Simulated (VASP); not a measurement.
# FeSi2 (P4/mmm) in VASP: electric field gradients with LDA

Aim: the electric field gradients of FeSi2 with LDA.

All numbers are computed with VASP 6.6.1; they aren't measurements. Logs are shortened: lines on timing, memory, paths and dates and some standing lists are left out, and cuts for length are marked.

## (1) The cell of the first run

Symmetry: P4/mmm, No. 123, tetragonal system. The conventional cell has a = 2.662 Å, b = 2.662 Å, c = 5.065 Å, α = 90.00°, β = 90.00°, γ = 90.00°. Within 3.1 Å of Fe (site symmetry 4/mmm) lie 8 Si at 2.33 Å and 4 Fe at 2.66 Å. Si (site symmetry 4mm) has 6 Si at 2.32 to 2.75 Å and 4 Fe at 2.33 Å within 3.1 Å.

## (2) Electric field gradients, LDA

The input, INCAR:

```
PREC = Accurate ; ENCUT = 520
EDIFF = 1E-8 ; ISMEAR = -1
SIGMA = 0.15 ; LREAL = F
LASPH = T ; NELM = 100
ALGO = Normal ; ISIF = 2
LWAVE = F ; LCHARG = F
GGA = CA ; LEFG = T
NBANDS = 15
```

The input, KPOINTS:

```
regular mesh
0
Gamma
  16 16 8
```

The input, POSCAR:

```
FeSi2
1.0
    2.6620591415      0.0000000000      0.0000000000
    0.0000000000      2.6620591415      0.0000000000
    0.0000000000      0.0000000000      5.0654379231
Fe Si
1 2
Direct
    0.0000000000      0.0000000000      0.0000000000
    0.5000000000      0.5000000000      0.2710623481
    0.5000000000      0.5000000000      0.7289376519
```

Potentials or basis: VASP PAW LDA potentials, release 64 (Fe, Si).

Started as:

```console
$ cat potpaw_LDA.64/Fe/POTCAR potpaw_LDA.64/Si/POTCAR > POTCAR
$ mpirun -np 1 vasp_std > vasp.out
```

OUTCAR:

```text
PREC = Accurate
   ENCUT = 520
   EDIFF = 1E-8
   ISMEAR = -1
   LREAL = F
   LASPH = T
   NELM = 100
   ISIF = 2
   GGA = CA

 ion  position               nearest neighbor table
   1  0.000  0.000  0.000-   2 2.33   3 2.33   2 2.33   3 2.33   2 2.33   3 2.33   2 2.33   3 2.33

   2  0.500  0.500  0.271-   3 2.32   1 2.33   1 2.33   1 2.33   1 2.33   3 2.75
   3  0.500  0.500  0.729-   2 2.32   1 2.33   1 2.33   1 2.33   1 2.33   2 2.75

  LATTYP: Found a simple tetragonal cell.
 ALAT       =     2.6620591415
 C/A-ratio  =     1.9028269673

  Lattice vectors:

 A1 = (   2.6620591415,   0.0000000000,   0.0000000000)
 A2 = (   0.0000000000,   2.6620591415,   0.0000000000)
 A3 = (   0.0000000000,   0.0000000000,   5.0654379231)

Analysis of symmetry for initial positions (statically):
=====================================================================
 Subroutine PRICEL returns:
 Original cell was already a primitive cell.

 Routine SETGRP: Setting up the symmetry group for a
 simple tetragonal supercell.

 Subroutine GETGRP returns: Found 16 space group operations
 (whereof 16 operations were pure point group operations)
 out of a pool of 16 trial point group operations.

The static configuration has the point symmetry D_4h.

Analysis of symmetry for dynamics (positions and initial velocities):
=====================================================================
 Subroutine PRICEL returns:
 Original cell was already a primitive cell.

 Routine SETGRP: Setting up the symmetry group for a
 simple tetragonal supercell.

 Subroutine GETGRP returns: Found 16 space group operations
 (whereof 16 operations were pure point group operations)
 out of a pool of 16 trial point group operations.

The dynamic configuration has the point symmetry D_4h.

 Subroutine INISYM returns: Found 16 space group operations
 (whereof 16 operations are pure point group operations),
 and found     1 'primitive' translations

----------------------------------------------------------------------------------------

                                     Primitive cell

  volume of cell :      35.8965

  direct lattice vectors                    reciprocal lattice vectors
     2.662059141  0.000000000  0.000000000     0.375649055  0.000000000  0.000000000
     0.000000000  2.662059141  0.000000000     0.000000000  0.375649055  0.000000000
     0.000000000  0.000000000  5.065437923     0.000000000  0.000000000  0.197416298

  length of vectors
     2.662059141  2.662059141  5.065437923     0.375649055  0.375649055  0.197416298

  position of ions in fractional coordinates (direct lattice)
     0.000000000  0.000000000  0.000000000
     0.500000000  0.500000000  0.271062348
     0.500000000  0.500000000  0.728937652

  ion indices of the primitive-cell ions
   primitive index   ion index
                 1           1
                 2           2
                 3           3

----------------------------------------------------------------------------------------

 KPOINTS: regular mesh

Automatic generation of k-mesh.
 Grid dimensions read from file:
 generate k-points for:   16   16    8

 Generating k-lattice:

  Cartesian coordinates                     Fractional coordinates (reciprocal lattice)
     0.023478066  0.000000000  0.000000000     0.062500000  0.000000000  0.000000000
     0.000000000  0.023478066  0.000000000     0.000000000  0.062500000  0.000000000
     0.000000000  0.000000000  0.024677037     0.000000000  0.000000000  0.125000000

  Length of vectors
     0.023478066  0.023478066  0.024677037

  Shift w.r.t. Gamma in fractional coordinates (k-lattice)
     0.000000000  0.000000000  0.000000000

 Subroutine IBZKPT returns following result:
 ===========================================

 Found    225 irreducible k-points:

 Following reciprocal coordinates:
[... 40 lines left out ...]
   LSORBIT =      F    spin-orbit coupling
   LASPH  =      T    aspherical Exc in radial PAW
   ENCUT  =  520.0 eV  38.22 Ry    6.18 a.u.   4.95  4.95  9.42*2*pi/ulx,y,z
   NELM   =    100;   NELMIN=  2; NELMDL= -5     # of ELM steps
   EDIFF  = 0.1E-07   stopping-criterion for ELM
   LREAL  =      F    real-space projection
   EDIFFG = 0.1E-06   stopping-criterion for IOM
   NSW    =      0    number of steps for IOM
   IBRION =     -1    ionic relax: 0-MD 1-quasi-New 2-CG
   NFREE  =      0    steps in history (QN), initial steepest desc. (CG)
   ISIF   =      2    stress and relaxation
   ISYM   =      2    0-nonsym 1-usesym 2-fastsym
   POTIM  = 0.5000    time-step for ionic-motion
   TEBEG  =    0.0;   TEEND  =   0.0 temperature during run
   PSTRESS=    0.0 pullay stress
   NELECT =      16.0000    total number of electrons
   NUPDOWN=      -1.0000    fix difference up-down
   EMIN   =  10.00;   EMAX   =-10.00  energy-range for DOS
   EFERMI =   0.00;   METHOD = LEGACY
   ISMEAR =    -1;   SIGMA  =   0.15  broadening in eV -4-tet -1-fermi 0-gaus
   EFERMI_NEDOS =   21; number of points for ismear=-14 and -15
   IALGO  =     38    algorithm
   IMIX   =      4    mixing-type and parameters
     AMIX     =   0.40;   BMIX     =  1.00
     AMIX_MAG =   1.60;   BMIX_MAG =  1.00
  volume/ion in A,a.u.               =      11.97        80.75
  Fermi-wavevector in a.u.,A,eV,Ry     =   1.250539  2.363177 21.277453  1.563849
  Thomas-Fermi vector in A             =   2.384529
   LORBIT       =      0    0 simple, 1 ext, 2 COOP (PROOUT), +10 PAW based schemes
   GGA     = CA    functional components
   LHFCALC =     F    Hartree Fock is set to
   AEXX    =    0.0000 exact exchange contribution
   IVDW    =     0    specifies the selected vdW correction
   LEPSILON=     F    determine dielectric tensor
   LRPA    =     F    only Hartree local field effects (RPA)
 non-spin polarized calculation
  energy-cutoff  :      520.00
  volume of cell :       35.90
 maximum number of plane-waves:      1000
 NGX is ok and might be reduce to    20
   NGX =  9   NGY =  9   NGZ = 19

 number of electron      16.0000005 magnetization

 Free energy of the ion-electron system (eV)
  ---------------------------------------------------
  ext. energy  EPLUGINS =         0.00000000
  ---------------------------------------------------
  free energy    TOTEN  =       -22.90052017 eV

  energy without entropy =      -22.81911916  energy(sigma->0) =      -22.85981966

 E-fermi :  10.2514     XC(G=0): -12.2550

 val. band max:       10.2478411370   @ k =   0.3125   0.2500   0.0000
 cond. band min:      10.2570609213   @ k =   0.5000   0.3750   0.1250
 fundamental gap:      0.0092197843
 Fermi energy:        10.2513601706

 k-point     1 :       0.0000    0.0000    0.0000
  band No.  band energies     occupation
      1      -3.8012      2.00000
      2       1.1061      2.00000
      3       2.2203      2.00000
      4       6.5756      2.00000
      5       8.6157      1.99996
      6       8.7522      1.99991
      7       8.7522      1.99991
      8       9.6746      1.95811
      9      14.9561      0.00000
     10      14.9561      0.00000
     11      17.0350      0.00000
     12      17.5444      0.00000
     13      18.4584      0.00000
     14      18.5597      0.00000
[... 401 lines left out ...]
      2       2.5404      2.00000
      3       3.4850      2.00000
      4       5.7273      2.00000
      5       6.3360      2.00000
      6       7.3080      2.00000
      7       8.3192      1.99999
      8       9.5208      1.98478
      9      10.4129      0.50819
     10      11.9092      0.00003
     11      12.7624      0.00000
     12      15.7138      0.00000
     13      18.7218      0.00000
     14      19.3234      0.00000
     15      21.3136      0.00000

 [... further k-points ...]

------------------------ aborting loop because EDIFF is reached ----------------------------------------

  FORCE on cell =-STRESS in cart. coord.  units (eV):
  Direction    XX          YY          ZZ          XY          YZ          ZX
  --------------------------------------------------------------------------------------
  -------------------------------------------------------------------------------------
  Total        0.1281331      0.1281331      0.1285970      0.0000000      0.0000000     -0.0000000
  in kB        5.7189904      5.7189904      5.7396975      0.0000000      0.0000000     -0.0000000
  external PRESSURE =       5.7258928 kB  Pullay stress =       0.0000000 kB

 VOLUME and BASIS-vectors are now :
 -----------------------------------------------------------------------------
  energy-cutoff  :      520.00
  volume of cell :       35.90
      direct lattice vectors                 reciprocal lattice vectors
     2.662059141  0.000000000  0.000000000     0.375649055  0.000000000  0.000000000
     0.000000000  2.662059141  0.000000000     0.000000000  0.375649055  0.000000000
     0.000000000  0.000000000  5.065437923     0.000000000  0.000000000  0.197416298

 POSITION                                       TOTAL-FORCE (eV/Angst)
 -----------------------------------------------------------------------------------
      0.00000      0.00000      0.00000         0.000000      0.000000      0.000000
      1.33103      1.33103      1.37305         0.000000      0.000000      0.035092
      1.33103      1.33103      3.69239        -0.000000     -0.000000     -0.035092
 -----------------------------------------------------------------------------------
    total drift:                                0.000000      0.000000      0.000000

  FREE ENERGIE OF THE ION-ELECTRON SYSTEM (eV)
  ---------------------------------------------------
  free  energy   TOTEN  =       -22.9005201737 eV

  energy  without entropy=      -22.8191191554  energy(sigma->0) =      -22.85981966

 Electric field gradients (V/A^2)
---------------------------------------------------------------------
 ion       V_xx      V_yy      V_zz      V_xy      V_xz      V_yz
---------------------------------------------------------------------
   1      19.491    19.491   -38.982    -0.000    -0.000    -0.000
   2      15.185    15.185   -30.370     0.000     0.000     0.000
   3      15.185    15.185   -30.370    -0.000    -0.000    -0.000
---------------------------------------------------------------------

 Electric field gradients after diagonalization (V/A^2)
 (convention: |V_zz| > |V_xx| > |V_yy|)
----------------------------------------------------------------------
 ion       V_xx      V_yy      V_zz     asymmetry (V_yy - V_xx)/ V_zz
----------------------------------------------------------------------
   1      19.491    19.491   -38.982       0.000
   2      15.185    15.185   -30.370       0.000
   3      15.185    15.185   -30.370       0.000
----------------------------------------------------------------------

           NMR quadrupolar parameters

 Cq : quadrupolar parameter    Cq=e*Q*V_zz/h
 eta: asymmetry parameters     (V_yy - V_xx)/ V_zz
 Q  : nuclear electric quadrupole moment in mb (millibarn)
----------------------------------------------------------------------
 ion       Cq(MHz)       eta       Q (mb)
----------------------------------------------------------------------
   1      -0.094       0.000       1.000
   2      -0.073       0.000       1.000
   3      -0.073       0.000       1.000
----------------------------------------------------------------------
```

Run time: 46 s. Hardware: 1 thread of Intel Xeon 6975P-C (Granite Rapids), shared host; peak memory 0.22 GiB.

What came out:

```yaml
Free_energy: -22.9005 eV
Pressure: 0.6 GPa
Largest_force: 0.035 eV/Å
Band_gap_on_the_k_mesh: zero (bands 8 and 9 overlap by 0.33 eV)
Largest_electric_field_gradient_by_atom: Fe -39.0; Si -30.4 V/Å²
```

Forces on the atoms (eV/Å):
```
Fe   0.000  0.000  0.000
Si   0.000  0.000  0.035
Si   0.000  0.000 -0.035
```

Electric field gradients, principal values (V/Å²):
| atom | least | middle | greatest (by size) |
| --- | --- | --- | --- |
| 1 Fe | 19.491 | 19.491 | -38.982 |
| 2 Si | 15.185 | 15.185 | -30.370 |
| 3 Si | 15.185 | 15.185 | -30.370 |

Caveat: without QUAD_EFG the Cq values of the log hold for a quadrupole moment of 1 mb, not for the nuclei; the run has no spin polarisation, though such a crystal can be magnetic. Spin polarisation is off, so any magnetic state and its effect on volume and gap are missing.
